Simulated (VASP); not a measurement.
Input of a VASP 6.6.1 run:

Contents of INCAR:

```
PREC = Accurate
ENCUT = 520
EDIFF = 1E-6
ISMEAR = 0
SIGMA = 0.02
LREAL = Auto
LASPH = True
NELM = 80
ALGO = Normal
ISIF = 2
LWAVE = False
LCHARG = True
GGA = PS
LELF = True
LVHAR = True
NBANDS = 48
```

Contents of KPOINTS:

```
regular mesh
0
Gamma
  2 2 2
```

The input POSCAR:

```
Si
1.0
    0.0000000000      5.4300000000      5.4300000000
    5.4300000000      0.0000000000      5.4300000000
    5.4300000000      5.4300000000      0.0000000000
Si
17
Direct
    0.0017045120      0.0016481584     -0.0049895948
    0.1279872928      0.1280127072      0.1224486188
    0.0023149171      0.0021766114      0.5025217311
    0.1250161142      0.1244116943      0.6262569982
   -0.0012067219      0.5003196133      0.0005789134
    0.1279824125      0.6215783610      0.1224284530
    0.0022911602      0.4930880295      0.5024882136
    0.1282286372      0.6218345304      0.6281487109
    0.5003343462     -0.0010803867      0.0004724678
    0.6217214549      0.1279960405      0.1222833333
    0.4937188766      0.0020174033      0.5022662063
    0.6220814917      0.1281356354      0.6280332413
    0.5003263352      0.5002769797      0.0004570902
    0.6250001842      0.6250961326      0.1247928177
    0.5005807551      0.5004568140      0.4985251381
    0.6220727440      0.6217872928      0.6280176796
    0.8750372928      0.8744137201      0.3762382136
```

Potentials or basis: VASP PAW PBE potentials, release 64 (Si).

Run with:

```console
$ cat potpaw_PBE.64/Si/POTCAR > POTCAR
$ mpirun -np 1 vasp_std > vasp.out
```

Task: What does it give for the band gap on the k mesh?

Result: Zero (bands 34 and 35 overlap by 0.25 eV).

Task: What does it give for the pressure?

Result: 3.5 GPa.

Task: What does it give for the largest force?

Result: 0.022 eV/Å.

Forces on the atoms (eV/Å):
```
Si  -0.013 -0.011  0.014
Si  -0.004 -0.001 -0.015
Si   0.000  0.004 -0.005
Si  -0.001 -0.001  0.001
Si   0.009 -0.016 -0.009
Si   0.016 -0.001  0.004
Si   0.005  0.005  0.000
Si   0.003 -0.012 -0.003
Si  -0.017  0.008 -0.012
Si  -0.001  0.020  0.002
Si   0.007  0.000 -0.006
Si  -0.011  0.004 -0.006
Si   0.012  0.009  0.017
Si   0.000  0.000  0.000
Si  -0.009 -0.010  0.008
Si   0.006  0.004  0.011
Si   0.000 -0.001  0.000
```

Caveat: the k points lie up to 0.50 Å⁻¹ apart; the PAW data sets were made with another functional, which shifts forces and pressure a little.
